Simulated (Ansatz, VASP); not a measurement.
## One calculation of As, two programs

```
As
1.0
     2.72159    0.00000    0.00000
     0.00000    2.72159    0.00000
     0.00000    0.00000    2.72159
As
1
Direct
  0.50000 0.50000 0.50000
```

Alike in both runs: task single point; functional HSE06; k mesh 6 × 6 × 6; occupations fermi-dirac, width 0.05 eV; no spin polarisation.

```csv
,VASP,Ansatz
version,VASP 6.6.1,Ansatz 0.2.0
potentials or method,"VASP PAW PBE potentials, release 64 (As)",Ansatz PAW
plane-wave cutoff (eV),520,420
valence electrons in the cell,5,15
```

```tsv
	VASP	Ansatz	Ansatz less VASP
gap on the k mesh at the Fermi level (eV)	none	none	-
pressure (GPa)	-2.8	-2.5	+0.34
```

A gap of «none» marks a metal or a gap that the smearing closes. VASP's potentials hold 5 valence electrons a cell and Ansatz's 15, so a difference there can come from the potentials and not from the codes.

The k mesh is coarse, so the values compare programs but aren't converged.
